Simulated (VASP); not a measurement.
A run of VASP 6.6.1 is set up as follows.

File INCAR:

```
PREC     = Accurate       # precision mode
ENCUT    = 520            # plane-wave cutoff, eV
EDIFF    = 1E-7           # SCF threshold, eV
ISMEAR   = 0              # smearing method
SIGMA    = 0.05           # smearing width, eV
LREAL    = F              # projectors in reciprocal space
LASPH    = T              # aspherical terms in the spheres
NELM     = 100            # most SCF steps
ALGO     = Normal         # electronic algorithm
ISIF     = 2              # what is computed and relaxed
LWAVE    = F              # write WAVECAR
LCHARG   = F              # write CHGCAR
LDIPOL   = T            
IDIPOL   = 3            
DIPOL    = 0.5 0.5 0.402
GGA      = PE             # functional
IVDW     = 12             # dispersion correction
NBANDS   = 35             # bands
```

File KPOINTS:

```
Automatic mesh
0
Gamma
  9 9 1
```

Contents of POSCAR:

```
WS2
1.0
    3.1595456682      0.0000000000      0.0000000000
   -1.5797728341      2.7362468131      0.0000000000
    0.0000000000      0.0000000000     23.8042574330
S W
4 2
Direct
    0.3333333333      0.6666666667      0.1890418137
    0.3333333333      0.6666666667      0.3214605092
    0.3333333333      1.1666666667      0.4827761903
    0.3333333333      1.1666666667      0.6151948858
    0.6666666667      0.3333333333      0.2552511584
    0.6666666667      0.8333333333      0.5489855349
```

Potentials or basis: VASP PAW PBE potentials, release 64 (S, W_sv).

Command:

```sh
$ cat potpaw_PBE.64/S/POTCAR potpaw_PBE.64/W_sv/POTCAR > POTCAR
$ mpirun -np 1 vasp_std > vasp.out
```

Q: Estimate the dispersion energy per atom.

A: -0.342 eV.

Q: Predict the band gap on the k mesh.

A: 1.87 eV (least direct gap 1.92 eV).

Forces in eV/Å, atoms in the order of the input:
```
S    0.000  0.000  0.004
S   -0.001  0.000  0.072
S   -0.001  0.000 -0.072
S    0.000  0.000 -0.004
W    0.000  0.000  0.040
W    0.000  0.000 -0.040
```

Caveat: the cell differs from its parent crystal (layers slid over each other); spin-orbit coupling is left out, which moves the levels of the heavy elements.
